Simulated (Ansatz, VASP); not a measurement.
# Two plane-wave programs on AlSi16

```xyz
17
Lattice="0.0000 5.4300 5.4300 5.4300 0.0000 5.4300 5.4300 5.4300 0.0000" Properties=species:S:1:pos:R:3 pbc="T T T"
Si    0.0890   -0.0845   -0.0131
Si    1.4141    1.3212    1.3914
Si    2.7424    2.6921    0.0205
Si    4.1134    4.0204    1.3914
Si    2.7422   -0.0502    2.7628
Si    4.1142    1.3206    4.0912
Si    5.4848    2.6925    2.7628
Si    6.8287    4.0359    4.1068
Si    0.0890    2.7257    2.7971
Si    1.3986    4.0360    4.1067
Si    2.7090    5.3455    2.7971
Si    4.1134    6.7513    4.1223
Si    2.7085    2.7262    5.4166
Si    4.1142    4.0515    6.8221
Si    5.4848    5.3799    5.4501
Si    6.8132    6.7505    6.8221
Al    9.5438    6.7507    6.8220
```

Alike in both runs: functional PBE; dispersion D3(BJ); k mesh 2 × 2 × 2; occupations gaussian, width 0.05 eV; collinear spin.

Ansatz relaxed the structure, and its values are those at the end. VASP's run is a single point on that final structure, the one shown.

|  | VASP | Ansatz |
| --- | --- | --- |
| version | VASP 6.6.1 | Ansatz 0.2.0 |
| potentials or method | VASP PAW PBE potentials, release 64 (Si, Al), cutoff 520 eV | scalar-relativistic, plane waves, PAW |
| valence electrons in the cell | 67 | 67 |

|  | VASP | Ansatz | Ansatz less VASP |
| --- | --- | --- | --- |
| rms of the force components (eV/Å) | 0.003 | 0.003 | +0.0001 |
| net moment per atom (μB) | 0.00 | 0.00 | 0.000 |

Ansatz's warnings: seeded moment not kept.

The k mesh is coarse, so the values compare programs but aren't converged.
